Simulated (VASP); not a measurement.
Wanted: the native input for a VASP 6.6.1 run.

| Property | Result |
| --- | --- |
| Task | single point |
| Functional | LDA |
| Potentials or basis | VASP PAW LDA potentials, release 64 (Ga_d, As) |
| Cutoff | 520 eV |
| k mesh | 10 × 10 × 10 |
| Occupations | gaussian, width 0.1 eV |
| Spin | no spin polarisation |
| Dipole correction | no |
| Further INCAR settings | ALGO = Normal; EDIFF = 1e-07; NBANDS = 16 |

The structure of GaAs lies in POSCAR:

```
GaAs
1.0
    0.0000000000      2.8015691422      2.8015691422
    2.8015691422      0.0000000000      2.8015691422
    2.8015691422      2.8015691422      0.0000000000
Ga As
1 1
Direct
    0.0000000000      0.0000000000      0.0000000000
    0.7500000000      0.7500000000      0.7500000000
```

The input as run:

INCAR

```
ALGO = Normal
EDIFF = 1E-7
ENCUT = 520
GGA = CA
ISIF = 2
ISMEAR = 0
LASPH = True
LCHARG = True
LELF = True
LREAL = False
LVHAR = True
LWAVE = False
NBANDS = 16
NELM = 100
PREC = Accurate
SIGMA = 0.1
```

KPOINTS

```
k-points
0
Gamma
  10 10 10
```

Potentials or basis: VASP PAW LDA potentials, release 64 (Ga_d, As).

Run with:

```sh
$ cat potpaw_LDA.64/Ga_d/POTCAR potpaw_LDA.64/As/POTCAR > POTCAR
$ mpirun -np 1 vasp_std > vasp.out
```

Results of the run:

```
Pressure               : 0.3 GPa
Band gap on the k mesh : 0.54 eV
```

Run time: 32 s on 1 thread of Intel(R) Xeon(R) Platinum 8488C (Sapphire Rapids) (shared host), peak memory 0.17 GiB.
